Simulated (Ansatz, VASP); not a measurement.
InSe2 in VASP and in Ansatz

File INCAR:

```
PREC = Accurate ; ENCUT = 520
EDIFF = 1E-7 ; ISMEAR = 0
SIGMA = 0.15 ; LREAL = False
LASPH = True ; NELM = 80
ALGO = Normal ; ISIF = 2
LWAVE = False ; LCHARG = False
GGA = PE ; NBANDS = 34
```

The input KPOINTS:

```
regular mesh
0
Gamma
  12 12 6
```

Contents of POSCAR:

```
InSe2
1.0
    4.1983847344      0.0000000000      0.0000000000
    0.0000000000      4.1983847344      0.0000000000
    0.0000000000      0.0000000000     10.5111377570
In Se
2 4
Direct
    0.0000000000      0.5000000000      0.7035851637
    0.5000000000      0.0000000000      0.2964148363
    0.0000000000      0.5000000000      0.3657877574
    0.5000000000      0.0000000000      0.6342122426
    0.0000000000      0.0000000000      0.0000000000
    0.5000000000      0.5000000000      0.0000000000
```

Input for Ansatz:

```yaml
crystal:
  lattice:
    - [4.1983847344, 0.0, 0.0]
    - [0.0, 4.1983847344, 0.0]
    - [0.0, 0.0, 10.511137757]
  atoms:
    - { symbol: In, position: [0.0, 0.5, 0.7035851637] }
    - { symbol: In, position: [0.5, 0.0, 0.2964148363] }
    - { symbol: Se, position: [0.0, 0.5, 0.3657877574] }
    - { symbol: Se, position: [0.5, 0.0, 0.6342122426] }
    - { symbol: Se, position: [0.0, 0.0, 0.0] }
    - { symbol: Se, position: [0.5, 0.5, 0.0] }
basis:
  ecutwfc: 420
kpoints:
  mp_grid: { grid: [12, 12, 6] }
hamiltonian:
  xc: pbe
scf:
  occupations: { method: gaussian, width: 0.15 }
output:
  forces: true
  stress: true
  eigenvalues: true
```

Change from the starting cell: strain +0.080 along x and y, +0.080 along z, atoms carried along.

Alike in both runs: task single point; functional PBE; k mesh 12 × 12 × 6; occupations gaussian, width 0.15 eV; no spin polarisation.

```csv
,VASP,Ansatz
version,VASP 6.6.1,Ansatz 0.2.0
potentials or method,"VASP PAW PBE potentials, release 64 (In_d, Se), cutoff 520 eV","scalar-relativistic, plane waves, PAW"
valence electrons in the cell,50,90
```

```csv
,VASP,Ansatz,Ansatz less VASP
gap on the k mesh at the Fermi level (eV),none,none,-
pressure (GPa),-7.3,-7.3,+0.01
"traceless stress, the component that is largest in VASP (GPa)",4.10,4.11,+0.005
rms of the force components (eV/Å),0.141,0.141,+0.0001
```

Atom by atom the forces differ by 0.000 eV/Å (rms over components). A gap of «none» marks a metal or a gap that the smearing closes. VASP's potentials hold 50 valence electrons a cell and Ansatz's 90, so a difference there can come from the potentials and not from the codes.
